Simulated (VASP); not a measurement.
# LiCl (P1) in VASP: notebook

The runs below take LiCl through single point, with PBEsol, r2SCAN.

All numbers are computed with VASP 6.6.1; they aren't measurements. Logs are shortened: lines on timing, memory, paths and dates and some standing lists are left out, and cuts for length are marked.

## 1. The cell of the first run

The typed cell holds 16 atoms: a = 7.230 Å, b = 7.230 Å, c = 7.230 Å, α = 60.00°, β = 60.00°, γ = 60.00°.

## 2. Single point, PBEsol

The input, INCAR:

```
SYSTEM = LiCl
PREC     = Accurate       ! precision mode
ENCUT    = 520            ! plane-wave cutoff, eV
EDIFF    = 1E-6           ! SCF threshold, eV
ISMEAR   = -1             ! smearing method
SIGMA    = 0.086          ! smearing width, eV
LREAL    = Auto         
LASPH    = .TRUE.         ! aspherical terms in the spheres
NELM     = 100            ! most SCF steps
ALGO     = Normal         ! electronic algorithm
ISIF     = 2              ! what is computed and relaxed
LWAVE    = .FALSE.        ! write WAVECAR
LCHARG   = .FALSE.        ! write CHGCAR
GGA      = PS             ! functional
NBANDS   = 54             ! bands
```

The input, KPOINTS:

```
Automatic mesh
0
G
  2 2 2
  0 0 0
```

The input, POSCAR:

```
LiCl
1.0
    0.0000000000      5.1120739889      5.1120739889
    5.1120739889      0.0000000000      5.1120739889
    5.1120739889      5.1120739889      0.0000000000
Li Cl
8 8
Direct
   -0.0034839089      0.0139168565     -0.0113134122
   -0.0078327309      0.0111413685      0.4933184663
    0.0095055353      0.5215980844     -0.0148597223
   -0.0221781806      0.4885931826      0.5259034798
    0.5110723174     -0.0106235747     -0.0120811045
    0.5042259767      0.0181228793      0.4878490619
    0.4828633164      0.5077518451      0.0054541464
    0.4641173045      0.5054799687      0.5192051222
    0.2471726745      0.2447045960      0.2554121875
    0.2465436734      0.2479566029      0.7575413635
    0.2502162533      0.7487704615      0.2493817583
    0.2517225891      0.7575173028      0.7439265371
    0.7492688894      0.2467832044      0.2495441190
    0.7534990707      0.2562022778      0.7448646104
    0.7525270582      0.7402709758      0.2546062523
    0.7620860943      0.7487981411      0.7486301075
```

Potentials or basis: VASP PAW PBE potentials, release 64 (Li_sv, Cl).

Command:

```console
$ cat potpaw_PBE.64/Li_sv/POTCAR potpaw_PBE.64/Cl/POTCAR > POTCAR
$ mpirun -np 1 vasp_std > vasp.out
```

OUTCAR:

```text
SYSTEM = LiCl
   PREC = Accurate
   ENCUT = 520
   EDIFF = 1E-6
   ISMEAR = -1
   LREAL = Auto
   LASPH = .TRUE.
   NELM = 100
   ISIF = 2
   GGA = PS

 ion  position               nearest neighbor table
   1  0.997  0.014  0.989-  10 2.48  14 2.49  13 2.53  12 2.56  11 2.63
   2  0.992  0.011  0.493-  13 2.49   9 2.50  16 2.52  14 2.54  11 2.59  12 2.61
   3  0.010  0.522  0.985-  12 2.44  16 2.48  15 2.50  10 2.57   9 2.60
   4  0.978  0.489  0.526-  14 2.34  16 2.48  15 2.54  10 2.56   9 2.63
   5  0.511  0.989  0.988-  16 2.45  10 2.53  11 2.57  15 2.60  14 2.61
   6  0.504  0.018  0.488-  13 2.42   9 2.51  10 2.56  15 2.62  12 2.62
   7  0.483  0.508  0.005-  11 2.48  12 2.52   9 2.55  13 2.61  14 2.62
   8  0.464  0.505  0.519-  10 2.43  12 2.45  11 2.48
   9  0.247  0.245  0.255-   2 2.50   6 2.51   7 2.55   3 2.60   4 2.63
  10  0.247  0.248  0.758-   8 2.43   1 2.48   5 2.53   6 2.56   4 2.56   3 2.57
  11  0.250  0.749  0.249-   7 2.48   8 2.48   5 2.57   2 2.59   1 2.63
  12  0.252  0.758  0.744-   3 2.44   8 2.45   7 2.52   1 2.56   2 2.61   6 2.62
  13  0.749  0.247  0.250-   6 2.42   2 2.49   1 2.53   7 2.61
  14  0.753  0.256  0.745-   4 2.34   1 2.49   2 2.54   5 2.61   7 2.62
  15  0.753  0.740  0.255-   3 2.50   4 2.54   5 2.60   6 2.62
  16  0.762  0.749  0.749-   5 2.45   3 2.48   4 2.48   2 2.52

  LATTYP: Found a face centered cubic cell.
 ALAT       =    10.2241479778

  Lattice vectors:

 A1 = (   0.0000000000,   5.1120739889,   5.1120739889)
 A2 = (   5.1120739889,   0.0000000000,   5.1120739889)
 A3 = (   5.1120739889,   5.1120739889,   0.0000000000)

Analysis of symmetry for initial positions (statically):
=====================================================================
 Subroutine PRICEL returns:
 Original cell was already a primitive cell.

 Routine SETGRP: Setting up the symmetry group for a
 face centered cubic supercell.

 Subroutine GETGRP returns: Found  1 space group operations
 (whereof  1 operations were pure point group operations)
 out of a pool of 48 trial point group operations.

The static configuration has the point symmetry C_1 .

Analysis of symmetry for dynamics (positions and initial velocities):
=====================================================================
 Subroutine PRICEL returns:
 Original cell was already a primitive cell.

 Routine SETGRP: Setting up the symmetry group for a
 face centered cubic supercell.

 Subroutine GETGRP returns: Found  1 space group operations
 (whereof  1 operations were pure point group operations)
 out of a pool of 48 trial point group operations.

The dynamic configuration has the point symmetry C_1 .

 Subroutine INISYM returns: Found  1 space group operations
 (whereof  1 operations are pure point group operations),
 and found     1 'primitive' translations

----------------------------------------------------------------------------------------

                                     Primitive cell

  volume of cell :     267.1907

  direct lattice vectors                    reciprocal lattice vectors
     0.000000000  5.112073989  5.112073989    -0.097807661  0.097807661  0.097807661
     5.112073989  0.000000000  5.112073989     0.097807661 -0.097807661  0.097807661
     5.112073989  5.112073989  0.000000000     0.097807661  0.097807661 -0.097807661

  length of vectors
     7.229564367  7.229564367  7.229564367     0.169407838  0.169407838  0.169407838

  position of ions in fractional coordinates (direct lattice)
     0.996516091  0.013916857  0.988686588
     0.992167269  0.011141368  0.493318466
     0.009505535  0.521598084  0.985140278
     0.977821819  0.488593183  0.525903480
     0.511072317  0.989376425  0.987918896
     0.504225977  0.018122879  0.487849062
[... 8 lines left out ...]
     0.752527058  0.740270976  0.254606252
     0.762086094  0.748798141  0.748630107

  ion indices of the primitive-cell ions
   primitive index   ion index
                 1           1
                 2           2
                 3           3
                 4           4
                 5           5
                 6           6
[... 8 lines left out ...]
                15          15
                16          16

----------------------------------------------------------------------------------------

 KPOINTS: Automatic mesh

Automatic generation of k-mesh.
 Grid dimensions read from file:
 generate k-points for:    2    2    2

 Generating k-lattice:

  Cartesian coordinates                     Fractional coordinates (reciprocal lattice)
    -0.048903831  0.048903831  0.048903831     0.500000000  0.000000000  0.000000000
     0.048903831 -0.048903831  0.048903831     0.000000000  0.500000000  0.000000000
     0.048903831  0.048903831 -0.048903831     0.000000000  0.000000000  0.500000000

  Length of vectors
     0.084703919  0.084703919  0.084703919

  Shift w.r.t. Gamma in fractional coordinates (k-lattice)
     0.000000000  0.000000000  0.000000000

 Subroutine IBZKPT returns following result:
 ===========================================

 Found      8 irreducible k-points:

 Following reciprocal coordinates:
            Coordinates               Weight
  0.000000  0.000000  0.000000      1.000000
  0.500000  0.000000  0.000000      1.000000
  0.000000  0.500000  0.000000      1.000000
  0.000000  0.000000  0.500000      1.000000
  0.500000  0.500000  0.500000      1.000000
  0.500000  0.500000  0.000000      1.000000
  0.000000  0.500000  0.500000      1.000000
  0.500000  0.000000  0.500000      1.000000
   k-points           NKPTS =      8   k-points in BZ     NKDIM =      8   number of bands    NBANDS=     54
   number of dos      NEDOS =    301   number of ions     NIONS =     16
   total plane-waves  NPLWV = 157464
   dimension x,y,z NGX =    54 NGY =   54 NGZ =   54
   dimension x,y,z NGXF=   108 NGYF=  108 NGZF=  108
   ions per type =               8   8
   NGX,Y,Z   is equivalent  to a cutoff of  12.42, 12.42, 12.42 a.u.
   NGXF,Y,Z  is equivalent  to a cutoff of  24.83, 24.83, 24.83 a.u.
 SYSTEM =  LiCl
   PREC   = accura    normal or accurate (medium, high low for compatibility)
   ISTART =      0    job   : 0-new  1-cont  2-samecut
   ICHARG =      2    charge: 1-file 2-atom 10-const
   ISPIN  =      1    spin polarized calculation?
   LNONCOLLINEAR =      F non collinear calculations
   LSORBIT =      F    spin-orbit coupling
   LASPH  =      T    aspherical Exc in radial PAW
   ENCUT  =  520.0 eV  38.22 Ry    6.18 a.u.  13.44 13.44 13.44*2*pi/ulx,y,z
   NELM   =    100;   NELMIN=  2; NELMDL= -5     # of ELM steps
   EDIFF  = 0.1E-05   stopping-criterion for ELM
   LREAL  =      T    real-space projection
   EDIFFG = 0.1E-04   stopping-criterion for IOM
   NSW    =      0    number of steps for IOM
   IBRION =     -1    ionic relax: 0-MD 1-quasi-New 2-CG
   NFREE  =      0    steps in history (QN), initial steepest desc. (CG)
   ISIF   =      2    stress and relaxation
   ISYM   =      2    0-nonsym 1-usesym 2-fastsym
   POTIM  = 0.5000    time-step for ionic-motion
   TEBEG  =    0.0;   TEEND  =   0.0 temperature during run
   PSTRESS=    0.0 pullay stress
   NELECT =      80.0000    total number of electrons
   NUPDOWN=      -1.0000    fix difference up-down
   EMIN   =  10.00;   EMAX   =-10.00  energy-range for DOS
   EFERMI =   0.00;   METHOD = LEGACY
   ISMEAR =    -1;   SIGMA  =   0.09  broadening in eV -4-tet -1-fermi 0-gaus
   EFERMI_NEDOS =   21; number of points for ismear=-14 and -15
   IALGO  =     38    algorithm
   IMIX   =      4    mixing-type and parameters
     AMIX     =   0.40;   BMIX     =  1.00
     AMIX_MAG =   1.60;   BMIX_MAG =  1.00
  volume/ion in A,a.u.               =      16.70       112.69
  Fermi-wavevector in a.u.,A,eV,Ry     =   1.095211  2.069648 16.320006  1.199487
  Thomas-Fermi vector in A             =   2.231530
   LORBIT       =      0    0 simple, 1 ext, 2 COOP (PROOUT), +10 PAW based schemes
   GGA     = PS    functional components
   LHFCALC =     F    Hartree Fock is set to
   AEXX    =    0.0000 exact exchange contribution
   IVDW    =     0    specifies the selected vdW correction
   LEPSILON=     F    determine dielectric tensor
   LRPA    =     F    only Hartree local field effects (RPA)
 non-spin polarized calculation
  energy-cutoff  :      520.00
  volume of cell :      267.19
 maximum number of plane-waves:      7239
 NGX is ok and might be reduce to    54
   NGX = 27   NGY = 27   NGZ = 27

 number of electron      80.0000004 magnetization

 Free energy of the ion-electron system (eV)
  ---------------------------------------------------
  ext. energy  EPLUGINS =         0.00000000
  ---------------------------------------------------
  free energy    TOTEN  =       -60.89776431 eV

  energy without entropy =      -60.89776431  energy(sigma->0) =      -60.89776431

 E-fermi :   2.7788     XC(G=0):  -8.9475

 val. band max:        0.7225171102   @ k =   0.0000   0.0000   0.0000
 cond. band min:       6.7815978548   @ k =   0.0000   0.0000   0.0000
 fundamental gap:      6.0590807447
 Fermi energy:         2.7787641824

 k-point     1 :       0.0000    0.0000    0.0000
  band No.  band energies     occupation
      1     -42.2552      2.00000
      2     -42.2457      2.00000
      3     -42.2017      2.00000
      4     -42.1871      2.00000
      5     -42.1861      2.00000
      6     -42.1642      2.00000
[... 44 lines left out ...]
     51       8.6734      0.00000
     52      10.0215      0.00000

 k-point     2 :       0.5000    0.0000    0.0000
  band No.  band energies     occupation
      1     -42.2551      2.00000
      2     -42.2457      2.00000
      3     -42.2017      2.00000
      4     -42.1866      2.00000
      5     -42.1864      2.00000
      6     -42.1641      2.00000
[... 44 lines left out ...]
     51      10.0493      0.00000
     52      10.1736      0.00000
[... 273 lines left out ...]
     51      10.2276      0.00000
     52      10.3245      0.00000

 k-point     8 :       0.5000    0.0000    0.5000
  band No.  band energies     occupation
      1     -42.2551      2.00000
      2     -42.2456      2.00000
      3     -42.2017      2.00000
      4     -42.1870      2.00000
      5     -42.1860      2.00000
      6     -42.1641      2.00000
[... 44 lines left out ...]
     51      10.2528      0.00000
     52      10.2880      0.00000
 [bands above 52 left out]

------------------------ aborting loop because EDIFF is reached ----------------------------------------

  FORCE on cell =-STRESS in cart. coord.  units (eV):
  Direction    XX          YY          ZZ          XY          YZ          ZX
  --------------------------------------------------------------------------------------
  -------------------------------------------------------------------------------------
  Total       -1.1482920     -1.2342800     -0.5631380     -0.0201444      0.0258336      0.0351324
  in kB       -6.8855959     -7.4012127     -3.3767898     -0.1207932      0.1549083      0.2106674
  external PRESSURE =      -5.8878661 kB  Pullay stress =       0.0000000 kB

 VOLUME and BASIS-vectors are now :
 -----------------------------------------------------------------------------
  energy-cutoff  :      520.00
  volume of cell :      267.19
      direct lattice vectors                 reciprocal lattice vectors
     0.000000000  5.112073989  5.112073989    -0.097807661  0.097807661  0.097807661
     5.112073989  0.000000000  5.112073989     0.097807661 -0.097807661  0.097807661
     5.112073989  5.112073989  0.000000000     0.097807661  0.097807661 -0.097807661

 POSITION                                       TOTAL-FORCE (eV/Angst)
 -----------------------------------------------------------------------------------
      5.12538     10.14850      5.16541         0.060557      0.123850     -0.172933
      2.57884      7.59391      5.12899        -0.076422     -0.011311      0.050601
      7.70256      5.08470      2.71504         0.081844      0.105888     -0.208913
      5.18618      7.68715      7.49642        -0.122700     -0.123999      0.309552
     10.10808      7.66295      7.67040         0.181806      0.121764     -0.077829
      2.58657      5.07156      2.67029        -0.132330     -0.012669     -0.081457
[... 8 lines left out ...]
      5.08589      5.14854      7.63129         0.060611     -0.116123      0.108316
      7.65496      7.72289      7.72375         0.059931     -0.138235     -0.090474
 -----------------------------------------------------------------------------------
    total drift:                                0.002157     -0.004111     -0.002329

  FREE ENERGIE OF THE ION-ELECTRON SYSTEM (eV)
  ---------------------------------------------------
  free  energy   TOTEN  =       -60.8977643067 eV

  energy  without entropy=      -60.8977643066  energy(sigma->0) =      -60.89776431
```

Run time: 4.2 min. Hardware: 1 thread of Oxide Virtual Turin-like, shared host; peak memory 0.35 GiB.

What came out:

| Property | Result |
| --- | --- |
| Free energy | -60.8978 eV |
| Largest force | 0.361 eV/Å |
| Band gap on the k mesh | 6.06 eV |

Forces on the atoms (eV/Å):
```
Li   0.061  0.124 -0.173
Li  -0.076 -0.011  0.051
Li   0.082  0.106 -0.209
Li  -0.123 -0.124  0.310
Li   0.182  0.122 -0.078
Li  -0.132 -0.013 -0.081
Li  -0.011  0.104 -0.006
Li  -0.178  0.013  0.271
Cl  -0.033 -0.049  0.160
Cl  -0.048  0.009  0.082
Cl  -0.019 -0.024 -0.005
Cl   0.054  0.087 -0.015
Cl   0.061 -0.064  0.029
Cl   0.060 -0.024 -0.355
Cl   0.061 -0.116  0.108
Cl   0.060 -0.138 -0.090
```

Caveat: the k points lie up to 0.53 Å⁻¹ apart; the cutoff is under 1.25 times the usual one of these potentials, so pressure, stress and relaxed cells hold a basis-set (Pulay) error; the atoms stand as in a frame of molecular dynamics; the PAW data sets were made with another functional, which shifts forces and pressure a little.

## 3. Single point, PBEsol

The input, INCAR:

```
PREC = Accurate
ENCUT = 520
EDIFF = 1E-6
ISMEAR = -1
SIGMA = 0.086
LREAL = Auto
LASPH = True
NELM = 100
ALGO = Normal
ISIF = 2
LWAVE = False
LCHARG = False
GGA = PS
NBANDS = 54
```

The input, KPOINTS:

```
regular mesh
0
Gamma
  2 2 2
```

The input, POSCAR:

```
LiCl
1.0
    0.0000000000      5.1120739889      5.1120739889
    5.1120739889      0.0000000000      5.1120739889
    5.1120739889      5.1120739889      0.0000000000
Li Cl
8 8
Direct
   -0.0104510420      0.0308349410     -0.0194061158
   -0.0199093363      0.0205830354      0.4890907302
    0.0210715847      0.5372747941     -0.0172746913
   -0.0467760249      0.4870306074      0.5422573120
    0.5179417406     -0.0180162690     -0.0232413498
    0.5106236736      0.0312033825      0.4758544194
    0.4651713776      0.5192138271      0.0128267901
    0.4367770312      0.5121311831      0.5285225734
    0.2449230005      0.2414823226      0.2586176379
    0.2397922062      0.2477183434      0.7676521327
    0.2492285915      0.7481814638      0.2488107572
    0.2521221334      0.7624439725      0.7415219358
    0.7451179322      0.2455883860      0.2504648804
    0.7543635926      0.2652656247      0.7401405982
    0.7535800554      0.7326519546      0.2577609406
    0.7727085931      0.7452422458      0.7473734747
```

Potentials or basis: VASP PAW PBE potentials, release 64 (Li_sv, Cl).

Command:

```console
$ cat potpaw_PBE.64/Li_sv/POTCAR potpaw_PBE.64/Cl/POTCAR > POTCAR
$ mpirun -np 1 vasp_std > vasp.out
```

Wall time 5.2 min (1 thread of Oxide Virtual Turin-like, shared host); peak memory 0.36 GiB.

The run converged. Its results:

| Quantity | Value |
| --- | --- |
| Free energy | -60.5695 eV |
| Largest force | 1.045 eV/Å |
| Band gap on the k mesh | 5.94 eV |

Forces on the atoms (eV/Å):
```
Li   0.042  0.198 -0.279
Li  -0.106  0.054  0.127
Li   0.056  0.104 -0.402
Li  -0.205 -0.121  0.872
Li   0.328  0.171 -0.121
Li  -0.151 -0.048 -0.317
Li  -0.120  0.156 -0.027
Li  -0.247  0.047  0.397
Cl  -0.030 -0.061  0.244
Cl  -0.152  0.019  0.196
Cl   0.044 -0.063  0.035
Cl   0.108  0.117  0.089
Cl   0.098 -0.093  0.135
Cl   0.017 -0.025 -1.044
Cl   0.145 -0.228  0.205
Cl   0.174 -0.226 -0.109
```

Levels at points of the mesh, in eV from the valence-band top:
```tsv
k point	band 37	band 38	band 39	band 40	band 41	band 42	band 43	band 44
(0.00, 0.00, 0.00)	-0.37	-0.16	-0.04	0.00	5.94	6.36	6.37	6.39
(0.50, 0.00, 0.00)	-0.35	-0.28	-0.26	-0.19	6.82	6.89	7.61	7.67
(0.00, 0.50, 0.00)	-0.38	-0.34	-0.27	-0.13	6.81	6.87	7.56	7.67
(0.00, 0.00, 0.50)	-0.60	-0.51	-0.10	-0.05	6.68	7.02	7.45	7.52
(0.50, 0.50, 0.50)	-0.37	-0.33	-0.27	-0.16	6.80	6.85	7.60	7.65
(0.50, 0.50, 0.00)	-0.53	-0.45	-0.41	-0.26	7.64	7.80	7.88	7.93
(0.00, 0.50, 0.50)	-0.49	-0.46	-0.41	-0.25	7.63	7.71	7.82	7.98
(0.50, 0.00, 0.50)	-0.49	-0.45	-0.33	-0.27	7.64	7.74	7.92	8.00
```

Caveat: the k points lie up to 0.53 Å⁻¹ apart; the cutoff is under 1.25 times the usual one of these potentials, so pressure, stress and relaxed cells hold a basis-set (Pulay) error; the atoms stand as in a frame of molecular dynamics; the PAW data sets were made with another functional, which shifts forces and pressure a little.

[end of part 1 of 2]
